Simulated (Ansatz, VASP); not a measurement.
# Ta3Cu: VASP beside Ansatz

INCAR

```
  PREC = Accurate
  ENCUT = 600
  EDIFF = 1E-6
  ISMEAR = -1
  SIGMA = 0.05
  LREAL = False
  LASPH = True
  NELM = 120
  ALGO = Normal
  ISIF = 2
  LWAVE = False
  LCHARG = False
  GGA = CA
  NBANDS = 30
  GGA_COMPAT = False
```

KPOINTS

```
regular mesh
0
Gamma
  9 9 9
```

POSCAR

```
Ta3Cu
1.0
   -1.9655463842      1.9655463842      4.1222648751
    1.9655463842     -1.9655463842      4.1222648751
    1.9655463842      1.9655463842     -4.1222648751
Ta Cu
3 1
Direct
    0.5000000000      0.5000000000      0.0000000000
    0.2500000000      0.7500000000      0.5000000000
    0.7500000000      0.2500000000      0.5000000000
    0.0000000000      0.0000000000      0.0000000000
```

File input.yaml:

```yaml
crystal:
  lattice:
    - [-1.9655463842, 1.9655463842, 4.1222648751]
    - [1.9655463842, -1.9655463842, 4.1222648751]
    - [1.9655463842, 1.9655463842, -4.1222648751]
  atoms:
    - { symbol: Ta, position: [0.5, 0.5, 0.0] }
    - { symbol: Ta, position: [0.25, 0.75, 0.5] }
    - { symbol: Ta, position: [0.75, 0.25, 0.5] }
    - { symbol: Cu, position: [0.0, 0.0, 0.0] }
kpoints:
  mp_grid: { grid: [9, 9, 9] }
scf:
  occupations: { method: fermi_dirac, width: 0.05 }
hamiltonian:
  xc: lda
  pseudopotentials: { kind: all_electron, lapw: { basis_error: 0.002 } }
output:
  forces: true
  stress: true
  eigenvalues: true
```

Change from the starting cell: volume scaled by 0.94.

Alike in both runs: task single point; functional LDA; k mesh 9 × 9 × 9; occupations fermi-dirac, width 0.05 eV; no spin polarisation.

```csv
,VASP,Ansatz
version,VASP 6.6.1,Ansatz 0.2.0
potentials or method,"VASP PAW LDA potentials, release 64 (Ta_pv, Cu), cutoff 600 eV","all-electron LAPW, scalar-relativistic"
```

Ansatz gave:

| Quantity | Value |
| --- | --- |
| gap on the k mesh at the Fermi level (eV) | none |
| pressure (GPa) | -0.1 |
| traceless stress, the component that is largest in VASP (GPa) | -0.81 |

Question: Estimate VASP's values.

Answer: gap on the k mesh at the Fermi level (eV): none; pressure (GPa): 1.1; traceless stress, the component that is largest in VASP (GPa): -0.97.

LDA's correlation is that of Perdew and Zunger in VASP and of Perdew and Wang (1992) in Ansatz. A gap of «none» marks a metal or a gap that the smearing closes. Ansatz ran all-electron here, and VASP with PAW potentials.

Spin-orbit coupling is off throughout.
